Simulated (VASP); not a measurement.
Crystal: WS2.

```
CELL_PARAMETERS angstrom
0.00000 3.38885 3.38885
3.38885 0.00000 3.38885
3.38885 3.38885 0.00000
ATOMIC_POSITIONS crystal
W 0.00000 0.00000 0.00000
S 0.25000 0.25000 0.25000
S 0.75000 0.75000 0.75000
```

```yaml
Program: VASP 6.6.1
Task: relaxation of cell and atoms
Functional: PBEsol
Potentials_or_basis: VASP PAW PBE potentials, release 64 (W_sv, S)
Cutoff: 600 eV
k_mesh: 6 × 6 × 6
Occupations: fermi-dirac, width 0.03 eV
Spin: no spin polarisation
```

At the start: pressure -27.1 GPa; volume 25.95 Å³/atom.

Where does the relaxation end?

Over 7 steps the energy falls by 1264.1 meV/atom and the volume is 16.32 Å³/atom (-37.1 %); space group Fm-3m (No. 225, to 0.1 Å) before and after.

The path:
```csv
step,energy change (eV),largest force (eV/Å),pressure (GPa),volume (Å³)
1,0.0000,0.0000,-27.12,77.84
2,-1.8008,0.0000,72.16,38.11
3,-3.7838,0.0000,-2.98,49.86
4,-3.7916,0.0000,-0.83,49.21
5,-3.7915,0.0000,0.86,48.72
6,-3.7910,0.0000,-1.15,49.30
7,-3.7922,0.0000,-0.02,48.97
```

Final structure:
```cif
data_structure
_symmetry_space_group_name_H-M 'P 1'
_symmetry_Int_Tables_number 1
_cell_length_a 4.1066
_cell_length_b 4.1066
_cell_length_c 4.1066
_cell_angle_alpha 60.000
_cell_angle_beta 60.000
_cell_angle_gamma 60.000
_cell_volume 48.97
loop_
_atom_site_label
_atom_site_type_symbol
_atom_site_fract_x
_atom_site_fract_y
_atom_site_fract_z
_atom_site_occupancy
W1 W 0.00000 0.00000 0.00000 1
S1 S 0.25000 0.25000 0.25000 1
S2 S 0.75000 0.75000 0.75000 1
```

Caveat: the volume moved by over 15 % at a fixed basis, so the end points are rough; the PAW data sets were made with another functional, which shifts forces and pressure a little.
